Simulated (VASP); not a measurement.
# CuSi16 (a cell with a defect) in VASP: notebook

CuSi16 (a cell with a defect) is run at these levels: PBE; tasks: single point.

All numbers are computed with VASP 6.6.1; they aren't measurements. Logs are shortened: lines on timing, memory, paths and dates and some standing lists are left out, and cuts for length are marked.

**1. The cell of the first run**

The cell holds a defect, 17 atoms: a = 7.679 Å, b = 7.679 Å, c = 7.679 Å, α = 60.00°, β = 60.00°, γ = 60.00°.

**2. Single point, PBE**

INCAR

```
SYSTEM = CuSi16
  PREC = Accurate
  ENCUT = 520
  EDIFF = 1E-7
  ISMEAR = 0
  SIGMA = 0.05
  LREAL = Auto
  LASPH = .TRUE.
  NELM = 100
  ALGO = Normal
  ISIF = 2
  LWAVE = .FALSE.
  LCHARG = .FALSE.
  GGA = PE
  NELECT = 74.0
  NBANDS = 52
```

KPOINTS

```
Automatic mesh
0
G
  2 2 2
  0 0 0
```

POSCAR

```
CuSi16
1.0
    0.0000000000      5.4300000000      5.4300000000
    5.4300000000      0.0000000000      5.4300000000
    5.4300000000      5.4300000000      0.0000000000
Si Cu
16 1
Direct
    0.0017958564     -0.0019413444     -0.0099636280
    0.0991954880      0.1364218232      0.1288616022
   -0.0098277164      0.0008792818      0.5092328729
    0.1304513812      0.1268497238      0.6157143646
    0.0023232044      0.5105224678     -0.0097604052
    0.1349933702      0.6253228361      0.1155077348
    0.0145767956      0.4989806630      0.4891375691
    0.1307297422      0.6281527624      0.6159452118
    0.4699034070     -0.0006787293      0.0295393186
    0.6274476980      0.1226744015      0.1160970534
    0.5023779926     -0.0060446593      0.5076352670
    0.6147026703      0.1142002762      0.6578461326
    0.5080571823      0.5021991713     -0.0127273481
    0.6281426335      0.6315695212      0.1175509208
    0.5029890424      0.4958492634      0.5074376611
    0.6432884899      0.6224170350      0.6124999079
    0.6912659300      0.2586707182      0.2876232044
```

Potentials or basis: VASP PAW PBE potentials, release 64 (Si, Cu).

The run is started by

```
$ cat potpaw_PBE.64/Si/POTCAR potpaw_PBE.64/Cu/POTCAR > POTCAR
$ mpirun -np 1 vasp_std > vasp.out
```

OUTCAR:

```text
SYSTEM = CuSi16
   PREC = Accurate
   ENCUT = 520
   EDIFF = 1E-7
   ISMEAR = 0
   LREAL = Auto
   LASPH = .TRUE.
   NELM = 100
   ISIF = 2
   GGA = PE
   NELECT = 74.0

 ion  position               nearest neighbor table
   1  0.002  0.998  0.990-   6 2.34  10 2.35   4 2.35   2 2.36
   2  0.099  0.136  0.129-   9 2.33   5 2.35   1 2.36   3 2.39  17 2.56
   3  0.990  0.001  0.509-   8 2.34   4 2.34  12 2.36   2 2.39  17 2.84
   4  0.130  0.127  0.616-   7 2.33  11 2.33   3 2.34   1 2.35
   5  0.002  0.511  0.990-   6 2.34  14 2.35   8 2.35   2 2.35
   6  0.135  0.625  0.116-   5 2.34   1 2.34  13 2.34   7 2.34
   7  0.015  0.499  0.489-  16 2.33   8 2.33   4 2.33   6 2.34
   8  0.131  0.628  0.616-   7 2.33  15 2.34   3 2.34   5 2.35
   9  0.470  0.999  0.030-  10 2.32  14 2.32   2 2.33  12 2.33
  10  0.627  0.123  0.116-   9 2.32   1 2.35  17 2.37  13 2.38  11 2.46
  11  0.502  0.994  0.508-  16 2.33   4 2.33  12 2.40  10 2.46  17 2.48
  12  0.615  0.114  0.658-   9 2.33  17 2.34   3 2.36  15 2.40  11 2.40
  13  0.508  0.502  0.987-   6 2.34  16 2.35  10 2.38  14 2.38  17 2.66
  14  0.628  0.632  0.118-   9 2.32   5 2.35  17 2.38  13 2.38  15 2.44
  15  0.503  0.496  0.507-  16 2.34   8 2.34  12 2.40  14 2.44  17 2.50
  16  0.643  0.622  0.612-   7 2.33  11 2.33  15 2.34  13 2.35
  17  0.691  0.259  0.288-  12 2.34  10 2.37  14 2.38  11 2.48  15 2.50   2 2.56  13 2.66   3 2.84

  LATTYP: Found a face centered cubic cell.
 ALAT       =    10.8600000000

  Lattice vectors:

 A1 = (   0.0000000000,   5.4300000000,   5.4300000000)
 A2 = (   5.4300000000,   0.0000000000,   5.4300000000)
 A3 = (   5.4300000000,   5.4300000000,   0.0000000000)

Analysis of symmetry for initial positions (statically):
=====================================================================
 Subroutine PRICEL returns:
 Original cell was already a primitive cell.

 Routine SETGRP: Setting up the symmetry group for a
 face centered cubic supercell.

 Subroutine GETGRP returns: Found  1 space group operations
 (whereof  1 operations were pure point group operations)
 out of a pool of 48 trial point group operations.

The static configuration has the point symmetry C_1 .

Analysis of symmetry for dynamics (positions and initial velocities):
=====================================================================
 Subroutine PRICEL returns:
 Original cell was already a primitive cell.

 Routine SETGRP: Setting up the symmetry group for a
 face centered cubic supercell.

 Subroutine GETGRP returns: Found  1 space group operations
 (whereof  1 operations were pure point group operations)
 out of a pool of 48 trial point group operations.

The dynamic configuration has the point symmetry C_1 .

 Subroutine INISYM returns: Found  1 space group operations
 (whereof  1 operations are pure point group operations),
 and found     1 'primitive' translations

----------------------------------------------------------------------------------------

                                     Primitive cell

  volume of cell :     320.2060

  direct lattice vectors                    reciprocal lattice vectors
     0.000000000  5.430000000  5.430000000    -0.092081031  0.092081031  0.092081031
     5.430000000  0.000000000  5.430000000     0.092081031 -0.092081031  0.092081031
     5.430000000  5.430000000  0.000000000     0.092081031  0.092081031 -0.092081031

  length of vectors
     7.679179644  7.679179644  7.679179644     0.159489025  0.159489025  0.159489025

  position of ions in fractional coordinates (direct lattice)
     0.001795856  0.998058656  0.990036372
     0.099195488  0.136421823  0.128861602
     0.990172284  0.000879282  0.509232873
     0.130451381  0.126849724  0.615714365
     0.002323204  0.510522468  0.990239595
     0.134993370  0.625322836  0.115507735
[... 9 lines left out ...]
     0.643288490  0.622417035  0.612499908
     0.691265930  0.258670718  0.287623204

  ion indices of the primitive-cell ions
   primitive index   ion index
                 1           1
                 2           2
                 3           3
                 4           4
                 5           5
                 6           6
[... 9 lines left out ...]
                16          16
                17          17

----------------------------------------------------------------------------------------

 KPOINTS: Automatic mesh

Automatic generation of k-mesh.
 Grid dimensions read from file:
 generate k-points for:    2    2    2

 Generating k-lattice:

  Cartesian coordinates                     Fractional coordinates (reciprocal lattice)
    -0.046040516  0.046040516  0.046040516     0.500000000  0.000000000  0.000000000
     0.046040516 -0.046040516  0.046040516     0.000000000  0.500000000  0.000000000
     0.046040516  0.046040516 -0.046040516     0.000000000  0.000000000  0.500000000

  Length of vectors
     0.079744512  0.079744512  0.079744512

  Shift w.r.t. Gamma in fractional coordinates (k-lattice)
     0.000000000  0.000000000  0.000000000

 Subroutine IBZKPT returns following result:
 ===========================================

 Found      8 irreducible k-points:

 Following reciprocal coordinates:
            Coordinates               Weight
  0.000000  0.000000  0.000000      1.000000
  0.500000  0.000000  0.000000      1.000000
  0.000000  0.500000  0.000000      1.000000
  0.000000  0.000000  0.500000      1.000000
  0.500000  0.500000  0.500000      1.000000
  0.500000  0.500000  0.000000      1.000000
  0.000000  0.500000  0.500000      1.000000
  0.500000  0.000000  0.500000      1.000000
   k-points           NKPTS =      8   k-points in BZ     NKDIM =      8   number of bands    NBANDS=     52
   number of dos      NEDOS =    301   number of ions     NIONS =     17
   total plane-waves  NPLWV = 216000
   dimension x,y,z NGX =    60 NGY =   60 NGZ =   60
   dimension x,y,z NGXF=   120 NGYF=  120 NGZF=  120
   ions per type =              16   1
   NGX,Y,Z   is equivalent  to a cutoff of  12.99, 12.99, 12.99 a.u.
   NGXF,Y,Z  is equivalent  to a cutoff of  25.98, 25.98, 25.98 a.u.
 SYSTEM =  CuSi16
   PREC   = accura    normal or accurate (medium, high low for compatibility)
   ISTART =      0    job   : 0-new  1-cont  2-samecut
   ICHARG =      2    charge: 1-file 2-atom 10-const
   ISPIN  =      1    spin polarized calculation?
   LNONCOLLINEAR =      F non collinear calculations
   LSORBIT =      F    spin-orbit coupling
   LASPH  =      T    aspherical Exc in radial PAW
   ENCUT  =  520.0 eV  38.22 Ry    6.18 a.u.  14.28 14.28 14.28*2*pi/ulx,y,z
   NELM   =    100;   NELMIN=  2; NELMDL= -5     # of ELM steps
   EDIFF  = 0.1E-06   stopping-criterion for ELM
   LREAL  =      T    real-space projection
   EDIFFG = 0.1E-05   stopping-criterion for IOM
   NSW    =      0    number of steps for IOM
   IBRION =     -1    ionic relax: 0-MD 1-quasi-New 2-CG
   NFREE  =      0    steps in history (QN), initial steepest desc. (CG)
   ISIF   =      2    stress and relaxation
   ISYM   =      2    0-nonsym 1-usesym 2-fastsym
   POTIM  = 0.5000    time-step for ionic-motion
   TEBEG  =    0.0;   TEEND  =   0.0 temperature during run
   PSTRESS=    0.0 pullay stress
   NELECT =      74.0000    total number of electrons
   NUPDOWN=      -1.0000    fix difference up-down
   EMIN   =  10.00;   EMAX   =-10.00  energy-range for DOS
   EFERMI =   0.00;   METHOD = LEGACY
   ISMEAR =     0;   SIGMA  =   0.05  broadening in eV -4-tet -1-fermi 0-gaus
   EFERMI_NEDOS =   21; number of points for ismear=-14 and -15
   IALGO  =     38    algorithm
   IMIX   =      4    mixing-type and parameters
     AMIX     =   0.40;   BMIX     =  1.00
     AMIX_MAG =   1.60;   BMIX_MAG =  1.00
  volume/ion in A,a.u.               =      18.84       127.11
  Fermi-wavevector in a.u.,A,eV,Ry     =   1.004636  1.898488 13.732283  1.009294
  Thomas-Fermi vector in A             =   2.137265
   LORBIT       =      0    0 simple, 1 ext, 2 COOP (PROOUT), +10 PAW based schemes
   GGA     = PE    functional components
   LHFCALC =     F    Hartree Fock is set to
   AEXX    =    0.0000 exact exchange contribution
   IVDW    =     0    specifies the selected vdW correction
   LEPSILON=     F    determine dielectric tensor
   LRPA    =     F    only Hartree local field effects (RPA)
 non-spin polarized calculation
 Gauss-broadening in eV      SIGMA  =   0.05
  energy-cutoff  :      520.00
  volume of cell :      320.21
 maximum number of plane-waves:      8646
 NGX is ok and might be reduce to    60
   NGX = 29   NGY = 29   NGZ = 29

 number of electron      74.0000001 magnetization

 Free energy of the ion-electron system (eV)
  ---------------------------------------------------
  ext. energy  EPLUGINS =         0.00000000
  ---------------------------------------------------
  free energy    TOTEN  =       -94.21849819 eV

  energy without entropy =      -94.21848370  energy(sigma->0) =      -94.21849095

 E-fermi :   6.3956     XC(G=0):  -9.6088

 val. band max:        6.2712524545   @ k =   0.0000   0.0000   0.0000
 cond. band min:       6.5200038986   @ k =   0.0000   0.0000   0.0000
 fundamental gap:      0.2487514441
 Fermi energy:         6.3956282030

 k-point     1 :       0.0000    0.0000    0.0000
  band No.  band energies     occupation
      1      -5.8942      2.00000
      2      -3.5347      2.00000
      3      -3.5169      2.00000
      4      -3.4798      2.00000
      5      -3.4663      2.00000
      6      -2.0296      2.00000
[... 41 lines left out ...]
     48       8.4594      0.00000
     49       8.6433      0.00000

 k-point     2 :       0.5000    0.0000    0.0000
  band No.  band energies     occupation
      1      -5.2457      2.00000
      2      -4.9110      2.00000
      3      -3.2691      2.00000
      4      -3.2464      2.00000
      5      -3.1841      2.00000
      6      -3.0519      2.00000
[... 304 lines left out ...]
 k-point     8 :       0.5000    0.0000    0.5000
  band No.  band energies     occupation
      1      -4.9239      2.00000
      2      -4.7289      2.00000
      3      -3.8758      2.00000
      4      -3.7700      2.00000
      5      -3.7554      2.00000
      6      -3.7305      2.00000
[... 41 lines left out ...]
     48      10.4865      0.00000
     49      10.5252      0.00000
 [bands above 49 left out]

------------------------ aborting loop because EDIFF is reached ----------------------------------------

  FORCE on cell =-STRESS in cart. coord.  units (eV):
  Direction    XX          YY          ZZ          XY          YZ          ZX
  --------------------------------------------------------------------------------------
  -------------------------------------------------------------------------------------
  Total       -1.5385910     -2.1446535     -1.4095367      0.1186516     -0.0990215      0.4707002
  in kB       -7.6984675    -10.7309514     -7.0527338      0.5936833     -0.4954621      2.3551876
  external PRESSURE =      -8.4940509 kB  Pullay stress =       0.0000000 kB

 VOLUME and BASIS-vectors are now :
 -----------------------------------------------------------------------------
  energy-cutoff  :      520.00
  volume of cell :      320.21
      direct lattice vectors                 reciprocal lattice vectors
     0.000000000  5.430000000  5.430000000    -0.092081031  0.092081031  0.092081031
     5.430000000  0.000000000  5.430000000     0.092081031 -0.092081031  0.092081031
     5.430000000  5.430000000  0.000000000     0.092081031  0.092081031 -0.092081031

 POSITION                                       TOTAL-FORCE (eV/Angst)
 -----------------------------------------------------------------------------------
     10.79536      5.38565      5.42921        -0.000275      0.006759     -0.002780
      1.44049      1.23835      1.27940        -0.022987     -0.001103      0.008853
      2.76991      8.14177      5.38141         0.004830      0.019273     -0.002605
      4.03212      4.05168      1.39715        -0.007648      0.004137     -0.009326
      8.14914      5.38962      2.78475         0.005080      0.006706      0.003487
      4.02271      1.36022      4.12852        -0.005095      0.002407      0.007404
[... 9 lines left out ...]
      6.70560      6.81893      6.87278         0.005777      0.000419     -0.013633
      2.96638      5.31537      5.15816         0.009320     -0.022458      0.032517
 -----------------------------------------------------------------------------------
    total drift:                                0.001816      0.000459     -0.001133

  FREE ENERGIE OF THE ION-ELECTRON SYSTEM (eV)
  ---------------------------------------------------
  free  energy   TOTEN  =       -94.2184981896 eV

  energy  without entropy=      -94.2184837005  energy(sigma->0) =      -94.21849095
```

It took 3.5 min on 1 thread of Intel Xeon 6975P-C (Granite Rapids), shared host; peak memory 0.5 GiB.

Results:

```
Free energy   : -94.2185 eV
Largest force : 0.055 eV/Å
```

Forces on the atoms (eV/Å):
```
Si   0.000  0.007 -0.003
Si  -0.023 -0.001  0.009
Si   0.005  0.019 -0.003
Si  -0.008  0.004 -0.009
Si   0.005  0.007  0.003
Si  -0.005  0.002  0.007
Si  -0.004  0.001 -0.005
Si   0.003  0.008  0.012
Si  -0.018 -0.014  0.016
Si   0.027  0.017 -0.044
Si  -0.030 -0.010  0.009
Si  -0.001  0.000 -0.030
Si  -0.006 -0.010  0.002
Si   0.027 -0.008 -0.010
Si   0.013  0.001  0.027
Si   0.006  0.000 -0.014
Cu   0.009 -0.022  0.033
```

Caveat: the k points lie up to 0.50 Å⁻¹ apart; the cell carries a net charge on a neutralising background, which shifts energy and pressure; the cell is charged against a uniform background, so pressure and absolute levels hang on convention.

**3. Single point, PBE**

INCAR

```
PREC = Accurate
ENCUT = 520
EDIFF = 1E-7
ISMEAR = 0
SIGMA = 0.05
LREAL = Auto
LASPH = True
NELM = 60
ALGO = Normal
ISIF = 2
LWAVE = False
LCHARG = True
GGA = PE
LELF = True
LVHAR = True
NBANDS = 52
NELECT = 74.0
```

KPOINTS

```
Automatic mesh
0
Gamma
  2 2 2
```

POSCAR

```
CuSi16
1.0
    0.0000000000      5.4300000000      5.4300000000
    5.4300000000      0.0000000000      5.4300000000
    5.4300000000      5.4300000000      0.0000000000
Si Cu
16 1
Direct
   -0.0098111418      0.0003546041      0.0006417127
    0.1101665746      0.1271682320      0.1275568140
   -0.0055383057     -0.0025394107      0.4997305709
    0.1236326888      0.1143932781      0.6279209024
   -0.0057561694      0.4993895028     -0.0020705341
    0.1235967772      0.6276269797      0.1146446593
    0.0273115101      0.4886034070      0.4889369245
    0.1343700737      0.6247698895      0.6252494475
    0.4813880295      0.0033110497      0.0032609576
    0.6172046961      0.1227319521      0.1227361878
    0.4977941989     -0.0092162983      0.5031323204
    0.6223292818      0.1283484346      0.6314983425
    0.4977952118      0.5030685083     -0.0093281768
    0.6221686924      0.6316294659      0.1284241252
    0.5095517495      0.5105298343      0.5109357274
    0.6563965009      0.6232230203      0.6231272560
    0.4384550645      0.3614775322      0.3610558011
```

Potentials or basis: VASP PAW PBE potentials, release 64 (Si, Cu).

The run is started by

```
$ cat potpaw_PBE.64/Si/POTCAR potpaw_PBE.64/Cu/POTCAR > POTCAR
$ mpirun -np 1 vasp_std > vasp.out
```

Wall time 3.8 min (1 thread of Intel Xeon 6975P-C (Granite Rapids), shared host); peak memory 0.5 GiB.

It converged, with:

| Item | Value |
| --- | --- |
| Free energy | -94.2200 eV |
| Largest force | 0.037 eV/Å |

Forces in eV/Å, atoms in the order of the input:
```
Si   0.002 -0.006 -0.007
Si   0.004 -0.005 -0.001
Si   0.009  0.003 -0.010
Si   0.006  0.008 -0.001
Si   0.008 -0.008  0.005
Si   0.006  0.000  0.007
Si  -0.005 -0.016 -0.012
Si   0.019  0.004  0.004
Si   0.001  0.006  0.007
Si  -0.009 -0.003 -0.005
Si  -0.001  0.026  0.022
Si  -0.005  0.010 -0.035
Si   0.001  0.020  0.031
Si  -0.007 -0.028  0.001
Si   0.001  0.008  0.021
Si  -0.016 -0.018 -0.019
Cu  -0.013 -0.001 -0.008
```

Levels at points of the mesh, in eV from the Fermi level:
```tsv
k point	band 34	band 35	band 36	band 37	band 38	band 39	band 40	band 41
(0.00, 0.00, 0.00)	-0.94	-0.64	-0.20	-0.11	0.11	0.48	0.59	0.62
(0.50, 0.00, 0.00)	-0.90	-0.88	-0.70	-0.52	0.53	1.03	1.31	1.37
(0.00, 0.50, 0.00)	-0.92	-0.86	-0.83	-0.72	0.56	1.12	1.28	1.30
(0.00, 0.00, 0.50)	-0.92	-0.86	-0.83	-0.73	0.56	1.12	1.28	1.30
(0.50, 0.50, 0.50)	-0.95	-0.88	-0.81	-0.79	0.46	1.20	1.29	1.33
(0.50, 0.50, 0.00)	-1.54	-1.44	-1.42	-1.02	0.65	1.03	1.98	2.07
(0.00, 0.50, 0.50)	-1.50	-1.50	-1.41	-1.07	0.67	1.01	1.99	2.05
(0.50, 0.00, 0.50)	-1.54	-1.44	-1.42	-1.02	0.65	1.03	1.98	2.07
```

Caveat: the k points lie up to 0.50 Å⁻¹ apart; the cell carries a net charge on a neutralising background, which shifts energy and pressure; the cell is charged against a uniform background, so pressure and absolute levels hang on convention.
